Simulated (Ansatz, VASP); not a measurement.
**Two plane-wave programs on ZrN**

```
CELL_PARAMETERS angstrom
0.00000 2.27957 2.27957
2.27957 0.00000 2.27957
2.27957 2.27957 0.00000
ATOMIC_POSITIONS crystal
Zr 0.00000 0.00000 0.00000
N 0.50000 0.50000 0.50000
```

Alike in both runs: functional PBE; dispersion D3(BJ); k mesh 16 × 16 × 16; occupations gaussian, width 0.1 eV; no spin polarisation.

Ansatz relaxed the structure, and its values are those at the end. VASP's run is a single point on that final structure, the one shown.

|  | VASP | Ansatz |
| --- | --- | --- |
| version | VASP 6.6.1 | Ansatz 0.2.0 |
| potentials or method | VASP PAW PBE potentials, release 64 (Zr_sv, N), cutoff 520 eV | scalar-relativistic, plane waves, PAW |
| valence electrons in the cell | 17 | 17 |

```tsv
	VASP	Ansatz	Ansatz less VASP
gap on the k mesh at the Fermi level (eV)	none	none	-
pressure (GPa)	0.2	0.0	-0.27
```

A gap of «none» marks a metal or a gap that the smearing closes.
